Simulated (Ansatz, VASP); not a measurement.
**BeZn2O3: VASP beside Ansatz**

```xyz
12
Lattice="4.6431 -2.6767 0.0000 4.6431 2.6767 0.0000 0.0000 0.0000 4.9238" Properties=species:S:1:pos:R:3 pbc="T T T"
Be    4.6431   -1.8447    4.9155
Be    4.6431    1.8447    2.4536
Zn    6.1264    0.9396    0.0008
Zn    6.1264   -0.9396    2.4627
Zn    3.1599   -0.9396    2.4627
Zn    3.1599    0.9396    0.0008
O     6.0026   -1.0024    0.4563
O     3.2836   -1.0024    0.4563
O     4.6431    2.0292    0.7720
O     6.0026    1.0024    2.9182
O     3.2836    1.0024    2.9182
O     4.6431   -2.0292    3.2339
```

Alike in both runs: functional PBE; k mesh 6 × 6 × 6; occupations gaussian, width 0.02 eV; no spin polarisation.

Ansatz relaxed the structure, and its values are those at the end. VASP's run is a single point on that final structure, the one shown.

|  | VASP | Ansatz |
| --- | --- | --- |
| version | VASP 6.6.1 | Ansatz 0.2.0 |
| potentials or method | VASP PAW PBE potentials, release 64 (Be, Zn, O), cutoff 520 eV | scalar-relativistic, plane waves, PAW |
| valence electrons in the cell | 88 | 88 |

```tsv
	VASP	Ansatz	Ansatz less VASP
gap on the k mesh at the Fermi level (eV)	2.06	2.07	+0.008
least direct gap on the mesh (eV)	2.06	2.07	+0.008
pressure (GPa)	0.8	0.0	-0.78
rms of the force components (eV/Å)	0.023	0.002	-0.0213
```
